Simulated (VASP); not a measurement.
C: single point with PBE0

The system is C.

```xyz
2
Lattice="0.0000 1.7834 1.7834 1.7834 0.0000 1.7834 1.7834 1.7834 0.0000" Properties=species:S:1:pos:R:3 pbc="T T T"
C     2.6751    2.6751    2.6751
C     1.7834    1.7834    1.7834
```

```
Program                            : VASP 6.6.1
Task                               : single point
Functional                         : PBE0
Potentials or basis                : VASP PAW PBE potentials, release 64 (C)
Cutoff                             : 520 eV
k mesh                             : 8 × 8 × 8
Occupations                        : fermi-dirac, width 0.05 eV
Spin                               : no spin polarisation
Dipole correction                  : no
Grid for exact exchange (PRECFOCK) : Normal
Further INCAR settings             : ALGO = Normal; EDIFF = 1e-06; NBANDS = 11
Share of exact exchange            : 0.25
```

```json
{
 "Pressure": "-7.5 GPa",
 "Band gap on the k mesh": "6.04 eV (least direct gap 7.71 eV)"
}
```

Levels at points of the mesh, in eV from the valence-band top:
```
           k point  band 2  band 3  band 4  band 5  band 6  band 7
(0.00, 0.00, 0.00)    0.00    0.00    0.00    7.71    7.71    7.71
(0.50, 0.00, 0.00)  -14.67   -3.09   -3.09   10.79   10.79   11.11
(0.50, 0.50, 0.00)  -14.12   -6.90   -6.90    6.68    6.68   20.00
```

It took 9.8 min on 1 thread of Intel(R) Xeon(R) Platinum 8259CL CPU @ 2.50GHz (Skylake/Cascade Lake) (shared host), peak memory 0.13 GiB.

Caveat: the cell stands under tension; the PAW data sets were made with another functional, which shifts forces and pressure a little. A k mesh can miss the band edges.
